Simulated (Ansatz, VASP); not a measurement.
## Two plane-wave programs on Mg3Te2O

File INCAR:

```
SYSTEM = Mg3Te2O
PREC = Accurate
ENCUT = 600
EDIFF = 1E-6
ISMEAR = 0
SIGMA = 0.1
LREAL = .FALSE.
LASPH = .TRUE.
NELM = 100
ALGO = Normal
ISIF = 3
LWAVE = .FALSE.
LCHARG = .FALSE.
GGA = PE
IBRION = 2
NSW = 100
EDIFFG = -0.01
```

KPOINTS

```
regular mesh
0
G
  8 8 6
  0 0 0
```

POSCAR

```
Mg3Te2O
1.0
    4.4261642202      0.0000000000      0.0000000000
    0.0000000000      4.4261642202      0.0000000000
    0.0000000000      0.0000000000      7.1960902925
Mg Te O
3 2 1
Direct
    0.5000000000      0.0000000000      0.6223657130
    0.0000000000      0.5000000000      0.6223657130
    0.5000000000      0.5000000000      0.3016832942
    0.5000000000      0.0000000000      0.0355275798
    0.0000000000      0.5000000000      0.0355275798
    0.0000000000      0.0000000000      0.6044679603
```

Input for Ansatz:

```yaml
crystal:
  lattice:
    - [4.4261642202, 0.0, 0.0]
    - [0.0, 4.4261642202, 0.0]
    - [0.0, 0.0, 7.1960902925]
  atoms:
    - { symbol: Mg, position: [0.5, 0.0, 0.622365713] }
    - { symbol: Mg, position: [0.0, 0.5, 0.622365713] }
    - { symbol: Mg, position: [0.5, 0.5, 0.3016832942] }
    - { symbol: Te, position: [0.5, 0.0, 0.0355275798] }
    - { symbol: Te, position: [0.0, 0.5, 0.0355275798] }
    - { symbol: O, position: [0.0, 0.0, 0.6044679603] }
basis:
  ecutwfc: 420
kpoints:
  mp_grid: { grid: [8, 8, 6] }
hamiltonian:
  xc: pbe
scf:
  occupations: { method: gaussian, width: 0.1 }
output:
  forces: true
  stress: true
  eigenvalues: true
  write_density: true
  write_potential: true
  elf: true
  volumetric_format: npy
relax:
  adjacent_minimum: "off"
  f_tol: 0.01
  max_steps: 80
  cell: { stress_tol: 0.05 }
```

Alike in both runs: task relaxation of cell and atoms; functional PBE; k mesh 8 × 8 × 6; occupations gaussian, width 0.1 eV; no spin polarisation.

```csv
,VASP,Ansatz
version,VASP 6.6.1,Ansatz 0.2.0
potentials or method,"VASP PAW PBE potentials, release 64 (Mg, Te, O), cutoff 600 eV","scalar-relativistic, plane waves, PAW"
valence electrons in the cell,24,68
```

```csv
,VASP,Ansatz,Ansatz less VASP
"gap on the k mesh at the Fermi level, each at its own relaxed structure (eV)",none,none,-
relaxed volume (Å³/atom),23.46,23.53,+0.066
relaxed cell length with the largest relative difference (Å),7.091,7.103,+0.0127
```

A gap of «none» marks a metal or a gap that the smearing closes. VASP's potentials hold 24 valence electrons a cell and Ansatz's 68, so a difference there can come from the potentials and not from the codes.

Neither program's run includes spin-orbit coupling.
